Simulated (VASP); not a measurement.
Wanted: the native input for a VASP 6.6.1 run.

- Task: single point
- Functional: PBE
- Potentials or basis: VASP PAW PBE potentials, release 64 (O, H, Cl)
- Cutoff: 520 eV
- k mesh: 1 × 1 × 1
- Occupations: fermi-dirac, width 0.05 eV
- Spin: no spin polarisation
- Dipole correction: no
- Further INCAR settings: LREAL = Auto; ALGO = Normal; EDIFF = 1e-07; NBANDS = 55

The structure of H17ClO8 lies in POSCAR:

```
H17ClO8
1.0
    6.8406160000      0.0000000000      0.0000000000
    0.0000000000      6.8406160000      0.0000000000
    0.0000000000      0.0000000000      6.8406160000
O H Cl
8 17 1
Direct
    0.1868106615      0.8669394686      0.4102846878
   -0.1733177246      0.3463138407      0.6419743485
    0.8570865548      0.8024423531      0.5876371368
    0.5174826361      0.0427885442      0.0650233839
    0.2032565488      0.3626427795      0.6682292940
    0.7620804910      0.6546486457      0.0960732191
    0.6303525881      0.0558429241      0.7075532379
    0.2744343492      0.7385592175      0.8051029323
    0.1629970166      0.9754969436      0.3192694927
    0.2092940168      0.7423161891      0.3472494290
   -0.0216647156      0.3466208306      0.6511109526
   -0.1973067923      0.3878159511      0.5052030402
    0.8133916595      0.6661826947      0.5871547241
    0.9977317832      0.8110965445      0.5472752746
    0.5962182353     -0.0506971887      0.1424725493
    0.6116554416      0.0515012098     -0.1342130592
    0.2372739531      0.4941806410      0.7140146443
    0.2753114632      0.3394431145      0.5517485560
    0.6972763856      0.5580783953      0.1804808222
    0.8087137182      0.5908386028     -0.0239452120
    0.7143654899      0.1822789059      0.6931978056
    0.7153741710     -0.0563107182      0.6793101674
    0.3590612307      0.7726497146      0.9171250075
    0.2554886870      0.8524817063      0.7193796582
    0.5035657607      0.1796037082      0.1351925031
    0.4923240831      0.4006510525      0.3274705085
```

These files were run (other wordings do the same):

INCAR

```
SYSTEM = H17ClO8
  PREC = Accurate
  ENCUT = 520
  EDIFF = 1E-7
  ISMEAR = -1
  SIGMA = 0.05
  LREAL = Auto
  LASPH = .TRUE.
  NELM = 100
  ALGO = Normal
  ISIF = 2
  LWAVE = .FALSE.
  LCHARG = .FALSE.
  GGA = PE
  NBANDS = 55
```

KPOINTS

```
Automatic mesh
0
G
  1 1 1
  0 0 0
```

Potentials or basis: VASP PAW PBE potentials, release 64 (O, H, Cl).

Launch:

```sh
$ cat potpaw_PBE.64/O/POTCAR potpaw_PBE.64/H/POTCAR potpaw_PBE.64/Cl/POTCAR > POTCAR
$ mpirun -np 1 vasp_gam > vasp.out
```

Results of the run:

```yaml
Pressure: 0.1 GPa
Largest_force: 3.066 eV/Å
Band_gap_on_the_k_mesh: 4.17 eV
```

Caveat: the k points lie up to 0.92 Å⁻¹ apart.

Run time: 2.3 min on 1 thread of AMD EPYC 7R13, with other jobs on the host, peak memory 0.36 GiB.
